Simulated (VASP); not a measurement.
SiGe3:

```
Si Ge
1.0
     3.96991    0.00000    0.00000
     0.00000    3.96991    0.00000
     0.00000    0.00000    5.59395
Si Ge
1 3
Cartesian
  0.0000 0.0000 0.0000
  0.0000 1.9850 1.3666
  1.9850 1.9850 2.7970
  1.9850 0.0000 4.2274
```

Base run:

| Property | Result |
| --- | --- |
| Program | VASP 6.6.1 |
| Functional | PBE |
| Potentials or basis | VASP PAW PBE potentials, release 64 (Si, Ge_d) |
| Cutoff | 520 eV |
| k mesh | 6 × 6 × 6 |
| Occupations | fermi-dirac, width 0.02 eV |
| Spin | no spin polarisation |

Its results: band gap on the k mesh 0.29 eV, indirect (least direct gap 0.67 eV); pressure 2.6 GPa; largest force 0.070 eV/Å.

Problem. The run is repeated on the same cell with these changes: functional from PBE to r2SCAN; occupations from fermi-dirac, width 0.02 eV to gaussian, width 0.01 eV. What comes out?

Solution. Band gap on the k mesh 0.55 eV, indirect (least direct gap 0.90 eV); pressure 0.0 GPa; largest force 0.011 eV/Å.

Caveats: the PAW data sets were made with another functional, which shifts forces and pressure a little (some runs).

A k mesh can miss the band edges.
